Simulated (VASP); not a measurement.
# TiAl3 (C2/m) in VASP: a series of runs

Runs on TiAl3. Level: PBEsol. Tasks: single point.

All numbers are computed with VASP 6.6.1; they aren't measurements. Logs are shortened: lines on timing, memory, paths and dates and some standing lists are left out, and cuts for length are marked.

## Step 1: The cell of the first run

The structure is monoclinic, space group C2/m (No. 12). The conventional cell has a = 9.865 Å, b = 3.682 Å, c = 3.682 Å, α = 90.00°, β = 111.91°, γ = 90.00°. Within 3.4 Å of Ti (site symmetry 2/m) lie 12 Al at 2.60 to 2.96 Å. Al (site symmetry 2/m) has 4 Ti at 2.60 Å and 8 Al at 2.91 to 2.96 Å within 3.4 Å. Al (site symmetry m) has 8 Al at 2.55 to 2.96 Å and 4 Ti at 2.91 to 2.96 Å within 3.4 Å.

## Step 2: Single point, PBEsol (atoms displaced along a vibrational mode, the cell strained)

File INCAR:

```
SYSTEM = TiAl3
PREC = Accurate
ENCUT = 520
EDIFF = 1E-6
ISMEAR = 0
SIGMA = 0.15
LREAL = .FALSE.
LASPH = .TRUE.
NELM = 100
ALGO = Fast
ISIF = 2
LWAVE = .FALSE.
LCHARG = .FALSE.
GGA = PS
NBANDS = 18
```

File KPOINTS:

```
Automatic mesh
0
G
  14 14 14
  0 0 0
```

File POSCAR:

```
TiAl3
1.0
   -1.8408058993      1.8408058993      4.5759266148
    1.8408058993     -1.8408058993      4.5759266148
    1.8408058993      1.8408058993     -4.5759266148
Ti Al
1 3
Direct
    0.0000000000      0.0000000000      0.0000000000
    0.5000000000      0.5000000000      0.0000000000
    0.7500000000      0.2401183226      0.4901183226
    0.2500000000      0.7598816774      0.5098816774
```

Potentials or basis: VASP PAW PBE potentials, release 64 (Ti_sv, Al).

The run is started by

```bash
cat potpaw_PBE.64/Ti_sv/POTCAR potpaw_PBE.64/Al/POTCAR > POTCAR
mpirun -np 1 vasp_std > vasp.out
```

OUTCAR:

```text
SYSTEM = TiAl3
   PREC = Accurate
   ENCUT = 520
   EDIFF = 1E-6
   ISMEAR = 0
   LREAL = .FALSE.
   LASPH = .TRUE.
   NELM = 100
   ISIF = 2
   GGA = PS

 ion  position               nearest neighbor table
   1  0.000  0.000  0.000-   2 2.60   2 2.60   2 2.60   2 2.60   4 2.91   3 2.91   4 2.94   3 2.94
                             4 2.94   3 2.94   3 2.96   4 2.96
   2  0.500  0.500  0.000-   1 2.60   1 2.60   1 2.60   1 2.60   3 2.91   4 2.91   3 2.94   4 2.94
                             3 2.94   4 2.94   3 2.96   4 2.96
   3  0.750  0.240  0.490-   4 2.55   4 2.55   4 2.66   4 2.66   1 2.91   2 2.91   1 2.94   2 2.94
                             1 2.94   2 2.94   1 2.96   2 2.96
   4  0.250  0.760  0.510-   3 2.55   3 2.55   3 2.66   3 2.66   1 2.91   2 2.91   1 2.94   1 2.94
                             2 2.94   2 2.94   1 2.96   2 2.96

  LATTYP: Found a body centered tetragonal cell.
 ALAT       =     3.6816117986
 C/A-ratio  =     2.4858278738

  Lattice vectors:

 A1 = (  -1.8408058993,   1.8408058993,   4.5759266148)
 A2 = (   1.8408058993,  -1.8408058993,   4.5759266148)
 A3 = (   1.8408058993,   1.8408058993,  -4.5759266148)

Analysis of symmetry for initial positions (statically):
=====================================================================
 Subroutine PRICEL returns:
 Original cell was already a primitive cell.

 Routine SETGRP: Setting up the symmetry group for a
 body centered tetragonal supercell.

 Subroutine GETGRP returns: Found  4 space group operations
 (whereof  4 operations were pure point group operations)
 out of a pool of 16 trial point group operations.

The static configuration has the point symmetry C_2h.

Analysis of symmetry for dynamics (positions and initial velocities):
=====================================================================
 Subroutine PRICEL returns:
 Original cell was already a primitive cell.

 Routine SETGRP: Setting up the symmetry group for a
 body centered tetragonal supercell.

 Subroutine GETGRP returns: Found  4 space group operations
 (whereof  4 operations were pure point group operations)
 out of a pool of 16 trial point group operations.

The dynamic configuration has the point symmetry C_2h.

 Subroutine INISYM returns: Found  4 space group operations
 (whereof  4 operations are pure point group operations),
 and found     1 'primitive' translations

----------------------------------------------------------------------------------------

                                     Primitive cell

  volume of cell :      62.0233

  direct lattice vectors                    reciprocal lattice vectors
    -1.840805899  1.840805899  4.575926615     0.000000000  0.271620164  0.109267487
     1.840805899 -1.840805899  4.575926615     0.271620164  0.000000000  0.109267487
     1.840805899  1.840805899 -4.575926615     0.271620164  0.271620164  0.000000000

  length of vectors
     5.264621269  5.264621269  5.264621269     0.292774482  0.292774482  0.384128920

  position of ions in fractional coordinates (direct lattice)
     0.000000000  0.000000000  0.000000000
     0.500000000  0.500000000  0.000000000
     0.750000000  0.240118323  0.490118323
     0.250000000  0.759881677  0.509881677

  ion indices of the primitive-cell ions
   primitive index   ion index
                 1           1
                 2           2
                 3           3
                 4           4

----------------------------------------------------------------------------------------

 KPOINTS: Automatic mesh

Automatic generation of k-mesh.
 Grid dimensions read from file:
 generate k-points for:   14   14   14

 Generating k-lattice:

  Cartesian coordinates                     Fractional coordinates (reciprocal lattice)
     0.000000000  0.019401440  0.007804820     0.071428571 -0.000000000  0.000000000
     0.019401440  0.000000000  0.007804820    -0.000000000  0.071428571  0.000000000
     0.019401440  0.019401440  0.000000000     0.000000000  0.000000000  0.071428571

  Length of vectors
     0.020912463  0.020912463  0.027437780

  Shift w.r.t. Gamma in fractional coordinates (k-lattice)
     0.000000000  0.000000000  0.000000000

 Subroutine IBZKPT returns following result:
 ===========================================

 Found    744 irreducible k-points:

 Following reciprocal coordinates:
            Coordinates               Weight
  0.000000  0.000000  0.000000      1.000000
  0.071429 -0.000000  0.000000      4.000000
 -0.000000  0.071429  0.000000      2.000000
  0.071429 -0.000000 -0.071429      2.000000
  0.142857 -0.000000  0.000000      4.000000
 -0.000000  0.142857  0.000000      2.000000
[... 16 lines left out ...]
  0.071429  0.071429  0.000000      4.000000
  0.071429  0.071429 -0.142857      4.000000
 [... further k-points ...]
   k-points           NKPTS =    744   k-points in BZ     NKDIM =    744   number of bands    NBANDS=     18
   number of dos      NEDOS =    301   number of ions     NIONS =      4
   total plane-waves  NPLWV =  64000
   dimension x,y,z NGX =    40 NGY =   40 NGZ =   40
   dimension x,y,z NGXF=    80 NGYF=   80 NGZF=   80
   ions per type =               1   3
   NGX,Y,Z   is equivalent  to a cutoff of  12.63, 12.63, 12.63 a.u.
   NGXF,Y,Z  is equivalent  to a cutoff of  25.26, 25.26, 25.26 a.u.
 SYSTEM =  TiAl3
   PREC   = accura    normal or accurate (medium, high low for compatibility)
   ISTART =      0    job   : 0-new  1-cont  2-samecut
   ICHARG =      2    charge: 1-file 2-atom 10-const
   ISPIN  =      1    spin polarized calculation?
   LNONCOLLINEAR =      F non collinear calculations
   LSORBIT =      F    spin-orbit coupling
   LASPH  =      T    aspherical Exc in radial PAW
   ENCUT  =  520.0 eV  38.22 Ry    6.18 a.u.   9.79  9.79  9.79*2*pi/ulx,y,z
   NELM   =    100;   NELMIN=  2; NELMDL= -5     # of ELM steps
   EDIFF  = 0.1E-05   stopping-criterion for ELM
   LREAL  =      F    real-space projection
   EDIFFG = 0.1E-04   stopping-criterion for IOM
   NSW    =      0    number of steps for IOM
   IBRION =     -1    ionic relax: 0-MD 1-quasi-New 2-CG
   NFREE  =      0    steps in history (QN), initial steepest desc. (CG)
   ISIF   =      2    stress and relaxation
   ISYM   =      2    0-nonsym 1-usesym 2-fastsym
   POTIM  = 0.5000    time-step for ionic-motion
   TEBEG  =    0.0;   TEEND  =   0.0 temperature during run
   PSTRESS=    0.0 pullay stress
   NELECT =      21.0000    total number of electrons
   NUPDOWN=      -1.0000    fix difference up-down
   EMIN   =  10.00;   EMAX   =-10.00  energy-range for DOS
   EFERMI =   0.00;   METHOD = LEGACY
   ISMEAR =     0;   SIGMA  =   0.15  broadening in eV -4-tet -1-fermi 0-gaus
   EFERMI_NEDOS =   21; number of points for ismear=-14 and -15
   IALGO  =     68    algorithm
   IMIX   =      4    mixing-type and parameters
     AMIX     =   0.40;   BMIX     =  1.00
     AMIX_MAG =   1.60;   BMIX_MAG =  1.00
  volume/ion in A,a.u.               =      15.51       104.64
  Fermi-wavevector in a.u.,A,eV,Ry     =   1.141028  2.156230 17.714032  1.301945
  Thomas-Fermi vector in A             =   2.277729
   LORBIT       =      0    0 simple, 1 ext, 2 COOP (PROOUT), +10 PAW based schemes
   GGA     = PS    functional components
   LHFCALC =     F    Hartree Fock is set to
   AEXX    =    0.0000 exact exchange contribution
   IVDW    =     0    specifies the selected vdW correction
   LEPSILON=     F    determine dielectric tensor
   LRPA    =     F    only Hartree local field effects (RPA)
 non-spin polarized calculation
 RMM-DIIS sequential band-by-band and
 Gauss-broadening in eV      SIGMA  =   0.15
  energy-cutoff  :      520.00
  volume of cell :       62.02
 maximum number of plane-waves:      1694
   NGX = 19   NGY = 19   NGZ = 19

 number of electron      21.0000003 magnetization

 Free energy of the ion-electron system (eV)
  ---------------------------------------------------
  ext. energy  EPLUGINS =         0.00000000
  ---------------------------------------------------
  free energy    TOTEN  =       -21.93719617 eV

  energy without entropy =      -21.92278388  energy(sigma->0) =      -21.92999002

 E-fermi :   8.3904     XC(G=0): -10.9070

 val. band max:        8.3890713723   @ k =   0.0714   0.2143  -0.2857
 cond. band min:       8.3920877840   @ k =   0.3571  -0.0714   0.2857
 fundamental gap:      0.0030164116
 Fermi energy:         8.3904224419

 k-point     1 :       0.0000    0.0000    0.0000
  band No.  band energies     occupation
      1     -47.7839      2.00000
      2     -24.1824      2.00000
      3     -24.1805      2.00000
      4     -24.1800      2.00000
      5      -1.8144      2.00000
      6       4.6651      2.00000
[... 10 lines left out ...]
     17      11.9923      0.00000
     18      12.0025      0.00000

 k-point     2 :       0.0714   -0.0000    0.0000
  band No.  band energies     occupation
      1     -47.7838      2.00000
      2     -24.1827      2.00000
      3     -24.1822      2.00000
      4     -24.1799      2.00000
      5      -1.7478      2.00000
      6       4.4557      2.00000
[... 10 lines left out ...]
     17      12.0478      0.00000
     18      12.5218      0.00000

 k-point     3 :      -0.0000    0.0714    0.0000
  band No.  band energies     occupation
      1     -47.7838      2.00000
      2     -24.1835      2.00000
      3     -24.1809      2.00000
      4     -24.1804      2.00000
      5      -1.7479      2.00000
      6       4.4480      2.00000
[... 10 lines left out ...]
     17      12.0361      0.00000
     18      12.5240      0.00000

 k-point     4 :       0.0714   -0.0000   -0.0714
  band No.  band energies     occupation
      1     -47.7838      2.00000
      2     -24.1834      2.00000
      3     -24.1810      2.00000
      4     -24.1804      2.00000
      5      -1.7478      2.00000
      6       4.4633      2.00000
[... 375 lines left out ...]
      4     -24.1776      2.00000
      5       1.0426      2.00000
      6       1.4862      2.00000
[... 10 lines left out ...]
     17      13.0195      0.00000
     18      13.8574      0.00000

 k-point    23 :       0.0714    0.0714    0.0000
  band No.  band energies     occupation
      1     -47.7836      2.00000
      2     -24.1834      2.00000
      3     -24.1825      2.00000
      4     -24.1808      2.00000
      5      -1.6638      2.00000
      6       4.1177      2.00000
[... 10 lines left out ...]
     17      12.5767      0.00000
     18      12.6734      0.00000

 k-point    24 :       0.0714    0.0714   -0.1429
  band No.  band energies     occupation
      1     -47.7836      2.00000
      2     -24.1833      2.00000
      3     -24.1825      2.00000
      4     -24.1809      2.00000
      5      -1.6637      2.00000
      6       4.1318      2.00000
[... 10 lines left out ...]
     17      12.5765      0.00000
     18      12.6797      0.00000

 [... further k-points ...]

------------------------ aborting loop because EDIFF is reached ----------------------------------------

  FORCE on cell =-STRESS in cart. coord.  units (eV):
  Direction    XX          YY          ZZ          XY          YZ          ZX
  --------------------------------------------------------------------------------------
  -------------------------------------------------------------------------------------
  Total        3.5353950      3.6050630     -4.6916543      0.0000000      0.0000000      0.1476198
  in kB       91.3258003     93.1254543   -121.1941188      0.0000000      0.0000000      3.8132917
  external PRESSURE =      21.0857119 kB  Pullay stress =       0.0000000 kB

 VOLUME and BASIS-vectors are now :
 -----------------------------------------------------------------------------
  energy-cutoff  :      520.00
  volume of cell :       62.02
      direct lattice vectors                 reciprocal lattice vectors
    -1.840805899  1.840805899  4.575926615     0.000000000  0.271620164  0.109267487
     1.840805899 -1.840805899  4.575926615     0.271620164  0.000000000  0.109267487
     1.840805899  1.840805899 -4.575926615     0.271620164  0.271620164  0.000000000

 POSITION                                       TOTAL-FORCE (eV/Angst)
 -----------------------------------------------------------------------------------
      0.00000      0.00000      0.00000         0.000000      0.000000     -0.000000
      0.00000      0.00000      4.57593        -0.000000     -0.000000      0.000000
     -0.03638      1.84081      2.28796         0.569800     -0.000000     -0.001626
      1.87719      0.00000      2.28796        -0.569800      0.000000      0.001626
 -----------------------------------------------------------------------------------
    total drift:                                0.000000     -0.000000      0.000000

  FREE ENERGIE OF THE ION-ELECTRON SYSTEM (eV)
  ---------------------------------------------------
  free  energy   TOTEN  =       -21.9371961686 eV

  energy  without entropy=      -21.9227838766  energy(sigma->0) =      -21.92999002
```

Run time: 29 min. Hardware: 1 thread of Intel Xeon 6975P-C (Granite Rapids), shared host; peak memory 0.86 GiB.

Results:

| Item | Value |
| --- | --- |
| Free energy | -21.9372 eV |
| Pressure | 2.1 GPa |
| Largest force | 0.570 eV/Å |
| Band gap on the k mesh | zero (an odd number of electrons rules out a gap without spin polarisation) |

Forces on the atoms (eV/Å):
```
Ti   0.000  0.000  0.000
Al   0.000  0.000  0.000
Al   0.570  0.000 -0.002
Al  -0.570  0.000  0.002
```

Stress tensor (GPa, compression positive):
```
  9.13   0.00   0.38
  0.00   9.31   0.00
  0.38   0.00 -12.12
```

Caveat: the cell differs from its parent crystal (atoms displaced along a vibrational mode, the cell strained); the PAW data sets were made with another functional, which shifts forces and pressure a little.

## Step 3: Single point, PBEsol (atoms displaced along a vibrational mode, the cell strained)

File INCAR:

```
PREC = Accurate
ENCUT = 520
EDIFF = 1E-6
ISMEAR = 0
SIGMA = 0.15
LREAL = False
LASPH = True
NELM = 60
ALGO = Fast
ISIF = 2
LWAVE = False
LCHARG = False
GGA = PS
NBANDS = 18
```

File KPOINTS:

```
Automatic mesh
0
Gamma
  14 14 14
```

Changes to POSCAR since step 2:

```diff
@@ -10,3 +10,3 @@
     0.5000000000      0.5000000000      0.0000000000
-    0.7500000000      0.2401183226      0.4901183226
-    0.2500000000      0.7598816774      0.5098816774
+    0.7500000000      0.2302628566      0.4802628566
+    0.2500000000      0.7697371434      0.5197371434
```

Potentials or basis: VASP PAW PBE potentials, release 64 (Ti_sv, Al).

The run is started by

```bash
cat potpaw_PBE.64/Ti_sv/POTCAR potpaw_PBE.64/Al/POTCAR > POTCAR
mpirun -np 1 vasp_std > vasp.out
```

OUTCAR:

```text
PREC = Accurate
   ENCUT = 520
   EDIFF = 1E-6
   ISMEAR = 0
   LREAL = False
   LASPH = True
   NELM = 60
   ISIF = 2
   GGA = PS

 ion  position               nearest neighbor table
   1  0.000  0.000  0.000-   2 2.60   2 2.60   2 2.60   2 2.60   4 2.89   3 2.89   4 2.94   3 2.94
                             4 2.94   3 2.94   3 2.98   4 2.98
   2  0.500  0.500  0.000-   1 2.60   1 2.60   1 2.60   1 2.60   3 2.89   4 2.89   3 2.94   4 2.94
                             3 2.94   4 2.94   3 2.98   4 2.98
   3  0.750  0.230  0.480-   4 2.50   4 2.50   4 2.71   4 2.71   2 2.89   1 2.89   1 2.94   2 2.94
[... 711 lines left out ...]
  -------------------------------------------------------------------------------------
  Total        3.6627114      3.9432927     -4.6461687      0.0000000      0.0000000      0.2937262
  in kB       94.6146198    101.8625540   -120.0191438      0.0000000      0.0000000      7.5874930
  external PRESSURE =      25.4860100 kB  Pullay stress =       0.0000000 kB

 VOLUME and BASIS-vectors are now :
 -----------------------------------------------------------------------------
  energy-cutoff  :      520.00
  volume of cell :       62.02
      direct lattice vectors                 reciprocal lattice vectors
    -1.840805899  1.840805899  4.575926615     0.000000000  0.271620164  0.109267487
     1.840805899 -1.840805899  4.575926615     0.271620164  0.000000000  0.109267487
     1.840805899  1.840805899 -4.575926615     0.271620164  0.271620164  0.000000000

 POSITION                                       TOTAL-FORCE (eV/Angst)
 -----------------------------------------------------------------------------------
      0.00000      0.00000      0.00000         0.000000      0.000000      0.000000
      0.00000      0.00000      4.57593         0.000000     -0.000000      0.000000
     -0.07266      1.84081      2.28796         1.141173      0.000000     -0.006449
      1.91347      0.00000      2.28796        -1.141173     -0.000000      0.006449
 -----------------------------------------------------------------------------------
    total drift:                                0.000000      0.000000      0.000000

  FREE ENERGIE OF THE ION-ELECTRON SYSTEM (eV)
  ---------------------------------------------------
  free  energy   TOTEN  =       -21.8751503311 eV

  energy  without entropy=      -21.8608040974  energy(sigma->0) =      -21.86797721
```

Wall time 25 min (1 thread of Intel Xeon 6975P-C (Granite Rapids), shared host); peak memory 0.88 GiB.

What came out:

| Property | Result |
| --- | --- |
| Free energy | -21.8752 eV |
| Pressure | 2.5 GPa |
| Largest force | 1.141 eV/Å |
| Band gap on the k mesh | zero (an odd number of electrons rules out a gap without spin polarisation) |

Forces on the atoms (eV/Å):
```
Ti   0.000  0.000  0.000
Al   0.000  0.000  0.000
Al   1.141  0.000 -0.006
Al  -1.141  0.000  0.006
```

Stress tensor (GPa, compression positive):
```
  9.46   0.00   0.76
  0.00  10.19   0.00
  0.76   0.00 -12.00
```

Caveat: the cell differs from its parent crystal (atoms displaced along a vibrational mode, the cell strained); the PAW data sets were made with another functional, which shifts forces and pressure a little.

(Part 1 of 2 ends here.)
